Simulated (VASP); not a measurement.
HfN:

```xyz
2
Lattice="0.0000 2.2508 2.2508 2.2508 0.0000 2.2508 2.2508 2.2508 0.0000" Properties=species:S:1:pos:R:3 pbc="T T T"
Hf    0.0000    0.0000    0.0000
N     2.2508    2.2508    1.9508
```

This cell differs from its parent crystal: atom 2 (N) moved by (+0.000, -0.300) A along [1 1 0] and z.

Base run:

* Program: VASP 6.6.1
* Functional: PBEsol
* Potentials or basis: VASP PAW PBE potentials, release 64 (Hf_pv, N)
* Cutoff: 600 eV
* k mesh: 22 × 22 × 22
* Occupations: gaussian, width 0.15 eV
* Spin: no spin polarisation

Its results: band gap on the k mesh zero (an odd number of electrons rules out a gap without spin polarisation); pressure 11.1 GPa; largest force 4.280 eV/Å.

The run is repeated on the same cell with these changes: hubbard terms from none to Hf d U = 3.0 eV. What comes out?

Band gap on the k mesh zero (an odd number of electrons rules out a gap without spin polarisation); pressure 23.7 GPa; largest force 4.883 eV/Å.

Caveats: the PAW data sets were made with another functional, which shifts forces and pressure a little; spin-orbit coupling is left out, which moves the levels of the heavy elements; an odd number of electrons without spin polarisation forces a metal; a magnetic or distorted state may lie lower; the stress differs along the axes, from -2 to 36 GPa (at least some runs); the stress differs along the axes, from 10 to 51 GPa (at least some runs); U without spin polarisation on a metal has little footing (at least some runs).
